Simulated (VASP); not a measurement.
# Re (P6_3/mmc) in VASP: further runs, part 2 of 3

VASP 6.6.1. The steps go on from the part before.

## (3) Electric field gradients, PBE (12.94 Å³/atom)

This run uses another cell than the first one, of 12.94 Å³/atom.

INCAR

```
SYSTEM = Re
  PREC = Accurate
  ENCUT = 520
  EDIFF = 1E-8
  ISMEAR = -1
  SIGMA = 0.05
  LREAL = .False.
  LASPH = .True.
  NELM = 60
  ALGO = Normal
  ISIF = 2
  LWAVE = .False.
  LCHARG = .False.
  GGA = PE
  LEFG = .True.
  NBANDS = 14
```

KPOINTS

```
regular mesh
0
Gamma
  14 14 8
  0 0 0
```

POSCAR

```
Re
1.0
    2.6539513089      0.0000000000      0.0000000000
   -1.3269756545      2.2983892539      0.0000000000
    0.0000000000      0.0000000000      4.2436285669
Re
2
Direct
    0.3333333333      0.6666666667      0.2500000000
    0.6666666667      0.3333333333      0.7500000000
```

Potentials or basis: VASP PAW PBE potentials, release 64 (Re).

Command:

```
$ cat potpaw_PBE.64/Re/POTCAR > POTCAR
$ mpirun -np 1 vasp_std > vasp.out
```

OUTCAR:

```text
SYSTEM = Re
   PREC = Accurate
   ENCUT = 520
   EDIFF = 1E-8
   ISMEAR = -1
   LREAL = .False.
   LASPH = .True.
   NELM = 60
   ISIF = 2
   GGA = PE

 ion  position               nearest neighbor table
   1  0.333  0.667  0.250-   2 2.62   2 2.62   2 2.62   2 2.62   2 2.62   2 2.62
   2  0.667  0.333  0.750-   1 2.62   1 2.62   1 2.62   1 2.62   1 2.62   1 2.62

  LATTYP: Found a hexagonal cell.
 ALAT       =     2.6539513089
 C/A-ratio  =     1.5989850879

  Lattice vectors:

 A1 = (   2.6539513089,   0.0000000000,   0.0000000000)
 A2 = (  -1.3269756545,   2.2983892539,   0.0000000000)
 A3 = (   0.0000000000,   0.0000000000,   4.2436285669)

Analysis of symmetry for initial positions (statically):
=====================================================================
 Subroutine PRICEL returns:
 Original cell was already a primitive cell.

 Routine SETGRP: Setting up the symmetry group for a
 hexagonal supercell.

 Subroutine GETGRP returns: Found 24 space group operations
 (whereof 12 operations were pure point group operations)
 out of a pool of 24 trial point group operations.

The static configuration has the point symmetry D_3d.
 The point group associated with its full space group is D_6h.

Analysis of symmetry for dynamics (positions and initial velocities):
=====================================================================
 Subroutine PRICEL returns:
 Original cell was already a primitive cell.

 Routine SETGRP: Setting up the symmetry group for a
 hexagonal supercell.

 Subroutine GETGRP returns: Found 24 space group operations
 (whereof 12 operations were pure point group operations)
 out of a pool of 24 trial point group operations.

The dynamic configuration has the point symmetry D_3d.
 The point group associated with its full space group is D_6h.

 Subroutine INISYM returns: Found 24 space group operations
 (whereof 12 operations are pure point group operations),
 and found     1 'primitive' translations

----------------------------------------------------------------------------------------

                                     Primitive cell

  volume of cell :      25.8853

  direct lattice vectors                    reciprocal lattice vectors
     2.653951309  0.000000000  0.000000000     0.376796664  0.217543655  0.000000000
    -1.326975654  2.298389254  0.000000000     0.000000000  0.435087311  0.000000000
     0.000000000  0.000000000  4.243628567     0.000000000  0.000000000  0.235647391

  length of vectors
     2.653951309  2.653951309  4.243628567     0.435087311  0.435087311  0.235647391

  position of ions in fractional coordinates (direct lattice)
     0.333333333  0.666666667  0.250000000
     0.666666667  0.333333333  0.750000000

  ion indices of the primitive-cell ions
   primitive index   ion index
                 1           1
                 2           2

----------------------------------------------------------------------------------------
[... 87 lines left out ...]
   IALGO  =     38    algorithm
   IMIX   =      4    mixing-type and parameters
     AMIX     =   0.40;   BMIX     =  1.00
     AMIX_MAG =   1.60;   BMIX_MAG =  1.00
  volume/ion in A,a.u.               =      12.94        87.34
  Fermi-wavevector in a.u.,A,eV,Ry     =   1.333827  2.520568 24.206054  1.779095
  Thomas-Fermi vector in A             =   2.462656
   LORBIT       =      0    0 simple, 1 ext, 2 COOP (PROOUT), +10 PAW based schemes
   GGA     = PE    functional components
   LHFCALC =     F    Hartree Fock is set to
   AEXX    =    0.0000 exact exchange contribution
   IVDW    =     0    specifies the selected vdW correction
   LEPSILON=     F    determine dielectric tensor
   LRPA    =     F    only Hartree local field effects (RPA)
 non-spin polarized calculation
  energy-cutoff  :      520.00
  volume of cell :       25.89
 maximum number of plane-waves:       715
 NGX is ok and might be reduce to    20
   NGX =  9   NGY =  9   NGZ = 15

 number of electron      14.0000000 magnetization

 Free energy of the ion-electron system (eV)
  ---------------------------------------------------
  ext. energy  EPLUGINS =         0.00000000
  ---------------------------------------------------
  free energy    TOTEN  =       -24.05267021 eV

  energy without entropy =      -24.04074796  energy(sigma->0) =      -24.04670908

 E-fermi :   9.5280     XC(G=0): -14.4475

 val. band max:        9.5234054300   @ k =   0.2143   0.0000   0.0000
 cond. band min:       9.5389065268   @ k =   0.5000   0.0000   0.3750
 fundamental gap:      0.0155010968
 Fermi energy:         9.5279970790

 k-point     1 :       0.0000    0.0000    0.0000
  band No.  band energies     occupation
      1      -1.1878      2.00000
      2       1.9320      2.00000
      3       7.5713      2.00000
      4       7.5713      2.00000
      5       7.7569      2.00000
      6       8.6359      2.00000
      7       8.6359      2.00000
      8       9.6317      0.22327
      9       9.6317      0.22327
     10      10.6732      0.00000
     11      13.5343      0.00000
     12      13.5343      0.00000
     13      21.4610      0.00000
     14      23.7837      0.00000
[... 377 lines left out ...]
      1       3.2208      2.00000
      2       4.7831      2.00000
      3       4.8175      2.00000
      4       5.8163      2.00000
      5       6.9324      2.00000
      6       7.3139      2.00000
      7       9.5210      1.06997
      8      12.9940      0.00000
      9      13.5971      0.00000
     10      13.9341      0.00000
     11      17.1768      0.00000
     12      17.3108      0.00000
     13      19.2253      0.00000
     14      25.6971      0.00000

 [... further k-points ...]

------------------------ aborting loop because EDIFF is reached ----------------------------------------

  FORCE on cell =-STRESS in cart. coord.  units (eV):
  Direction    XX          YY          ZZ          XY          YZ          ZX
  --------------------------------------------------------------------------------------
  -------------------------------------------------------------------------------------
  Total       11.4294896     11.4294896     12.6397795     -0.0000000      0.0000000      0.0000000
  in kB      707.4300813    707.4300813    782.3411628     -0.0000000      0.0000000      0.0000000
  external PRESSURE =     732.4004418 kB  Pullay stress =       0.0000000 kB

 VOLUME and BASIS-vectors are now :
 -----------------------------------------------------------------------------
  energy-cutoff  :      520.00
  volume of cell :       25.89
      direct lattice vectors                 reciprocal lattice vectors
     2.653951309  0.000000000  0.000000000     0.376796664  0.217543655  0.000000000
    -1.326975654  2.298389254  0.000000000     0.000000000  0.435087311  0.000000000
     0.000000000  0.000000000  4.243628567     0.000000000  0.000000000  0.235647391

 POSITION                                       TOTAL-FORCE (eV/Angst)
 -----------------------------------------------------------------------------------
     -0.00000      1.53226      1.06091         0.000000      0.000000      0.000000
      1.32698      0.76613      3.18272        -0.000000     -0.000000      0.000000
 -----------------------------------------------------------------------------------
    total drift:                               -0.000000     -0.000000     -0.000000

  FREE ENERGIE OF THE ION-ELECTRON SYSTEM (eV)
  ---------------------------------------------------
  free  energy   TOTEN  =       -24.0526702079 eV

  energy  without entropy=      -24.0407479609  energy(sigma->0) =      -24.04670908

 Electric field gradients (V/A^2)
---------------------------------------------------------------------
 ion       V_xx      V_yy      V_zz      V_xy      V_xz      V_yz
---------------------------------------------------------------------
   1      53.009    53.010  -106.019     0.000     0.000    -0.000
   2      53.009    53.010  -106.019     0.000    -0.000     0.000
---------------------------------------------------------------------

 Electric field gradients after diagonalization (V/A^2)
 (convention: |V_zz| > |V_xx| > |V_yy|)
----------------------------------------------------------------------
 ion       V_xx      V_yy      V_zz     asymmetry (V_yy - V_xx)/ V_zz
----------------------------------------------------------------------
   1      53.010    53.009  -106.019       0.000
   2      53.010    53.009  -106.019       0.000
----------------------------------------------------------------------

           NMR quadrupolar parameters

 Cq : quadrupolar parameter    Cq=e*Q*V_zz/h
 eta: asymmetry parameters     (V_yy - V_xx)/ V_zz
 Q  : nuclear electric quadrupole moment in mb (millibarn)
----------------------------------------------------------------------
 ion       Cq(MHz)       eta       Q (mb)
----------------------------------------------------------------------
   1      -0.256       0.000       1.000
   2      -0.256       0.000       1.000
----------------------------------------------------------------------
```

stdout:

```text
POSCAR found type information on POSCAR Re
 POSCAR found :  1 types and       2 ions
 scaLAPACK will be used
 LDA part: xc-table for (Slater+PW92), standard interpolation
 POSCAR, INCAR and KPOINTS ok, starting setup
 FFT: planning ... GRIDC
 FFT: planning ... GRID_SOFT
 FFT: planning ... GRID
 WAVECAR not read
 entering main loop
ion   1

ion   2
```

Run time: 22 s. Hardware: 1 thread of Intel Xeon 6975P-C (Granite Rapids), shared host; peak memory 0.16 GiB.

Results:

* Free energy: -24.0527 eV
* Pressure: 73.2 GPa
* Band gap on the k mesh: zero (bands 7 and 8 overlap by 3.96 eV)
* Largest electric field gradient by atom: Re -106.0 V/Å²

Stress tensor (GPa, compression positive):
```
70.74  0.00  0.00
 0.00 70.74  0.00
 0.00  0.00 78.23
```

Levels at points of the mesh, in eV from the Fermi level:
| k point | band 4 | band 5 | band 6 | band 7 | band 8 | band 9 | band 10 | band 11 |
| --- | --- | --- | --- | --- | --- | --- | --- | --- |
| (0.00, 0.00, 0.00) | -1.96 | -1.77 | -0.89 | -0.89 | 0.10 | 0.10 | 1.15 | 4.01 |
| (0.50, 0.00, 0.00) | -2.45 | -1.73 | -1.44 | -0.55 | 4.73 | 5.42 | 5.43 | 7.32 |
| (0.00, 0.00, 0.50) | -2.66 | -2.13 | -2.13 | -2.13 | -2.13 | 3.10 | 3.10 | 3.10 |
| (0.50, 0.00, 0.50) | -4.84 | 0.40 | 0.40 | 1.29 | 1.29 | 5.13 | 5.13 | 5.77 |

Electric field gradients, principal values (V/Å²):
| atom | least | middle | greatest (by size) |
| --- | --- | --- | --- |
| 1 Re | 53.009 | 53.010 | -106.019 |
| 2 Re | 53.009 | 53.010 | -106.019 |

Caveat: the cell stands under pressure; without QUAD_EFG the Cq values of the log hold for a quadrupole moment of 1 mb, not for the nuclei; spin-orbit coupling is left out, which moves the levels of the heavy elements.

[end of part 2 of 3]
